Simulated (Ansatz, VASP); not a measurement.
**One calculation of TiO2, two programs**

```
Ti O
1.0
     4.59984    0.00000    0.00000
     0.00000    4.59984    0.00000
     0.00000    0.00000    2.95921
Ti O
2 4
Direct
  0.50000 0.50000 0.00000
  0.00000 0.00000 0.50000
  0.69568 0.69568 0.50000
  0.80432 0.19568 0.00000
  0.19568 0.80432 0.00000
  0.30432 0.30432 0.50000
```

Alike in both runs: task electric field gradients; functional PBE; k mesh 7 × 7 × 11; occupations fermi-dirac, width 0.01 eV; no spin polarisation.

|  | VASP | Ansatz |
| --- | --- | --- |
| version | VASP 6.6.1 | Ansatz 0.2.0 |
| potentials or method | VASP PAW PBE potentials, release 64 (Ti_sv, O) | plane-wave PAW, scalar-relativistic |
| plane-wave cutoff (eV) | 520 | 420 |
| valence electrons in the cell | 48 | 48 |

Ansatz gave:

- gap on the k mesh at the Fermi level (eV): 1.87
- pressure (GPa): 4.2
- traceless stress, the component that is largest in VASP (GPa): -0.55
- rms of the force components (eV/Å): 0.002
- size of Vzz on the site where it differs most (V/Å²): 24.2

What did VASP give for the same quantities?

gap on the k mesh at the Fermi level (eV): 1.84; pressure (GPa): 4.9; traceless stress, the component that is largest in VASP (GPa): -0.35; rms of the force components (eV/Å): 0.010; size of Vzz on the site where it differs most (V/Å²): 23.0.

Atom by atom the forces differ by 0.012 eV/Å (rms over components). With one functional, cell and mesh, what is left measures potentials, basis and numerics.
